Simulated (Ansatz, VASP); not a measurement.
# One calculation of SbPt, two programs

```
Sb Pt
1.0
     4.13000    0.00000    0.00000
    -2.06500    3.57668    0.00000
     0.00000    0.00000    5.36256
Sb Pt
2 2
Direct
  0.33333 0.66667 0.25000
  0.66667 0.33333 0.75000
  0.00000 0.00000 0.00000
  0.00000 0.00000 0.50000
```

Change from the starting cell: zz strain of -2 %.

Alike in both runs: task single point; functional LDA; k mesh 11 × 11 × 8; occupations fermi-dirac, width 0.08 eV; no spin polarisation.

```csv
,VASP,Ansatz
version,VASP 6.6.1,Ansatz 0.2.0
potentials or method,"VASP PAW LDA potentials, release 64 (Sb, Pt), cutoff 520 eV","all-electron LAPW, scalar-relativistic"
```

Ansatz gave:

```
pressure (GPa)                                                : 3.4
traceless stress, the component that is largest in VASP (GPa) : 1.45
```

**Question.** Estimate VASP's values.

**Answer.** Pressure (GPa): 3.7; traceless stress, the component that is largest in VASP (GPa): 1.57.

LDA's correlation is that of Perdew and Zunger in VASP and of Perdew and Wang (1992) in Ansatz. Ansatz ran all-electron here, and VASP with PAW potentials.

Neither program's run includes spin-orbit coupling.
